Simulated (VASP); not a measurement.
A run of VASP 6.6.1 is set up as follows.

The input INCAR:

```
SYSTEM = BN
PREC = Accurate
ENCUT = 520
EDIFF = 1E-6
ISMEAR = 0
SIGMA = 0.02
LREAL = .FALSE.
LASPH = .TRUE.
NELM = 100
ALGO = Normal
ISIF = 2
LWAVE = .FALSE.
LCHARG = .FALSE.
GGA = PE
NBANDS = 11
```

Contents of KPOINTS:

```
regular mesh
0
G
  12 12 12
  0 0 0
```

The input POSCAR:

```
BN
1.0
    0.0000000000      1.8123485120      1.8123485120
    1.8123485120      0.0000000000      1.8123485120
    1.8123485120      1.8123485120      0.0000000000
B N
1 1
Direct
    0.0000000000      0.0000000000      0.0000000000
    0.7500000000      0.7500000000      0.7500000000
```

Potentials or basis: VASP PAW PBE potentials, release 64 (B, N).

Command:

```sh
$ cat potpaw_PBE.64/B/POTCAR potpaw_PBE.64/N/POTCAR > POTCAR
$ mpirun -np 1 vasp_std > vasp.out
```

(1) What does it give for the band gap on the k mesh?

(2) Predict the pressure.

Answers

(1) 4.45 eV, indirect (least direct gap 8.78 eV).

(2) 0.2 GPa.
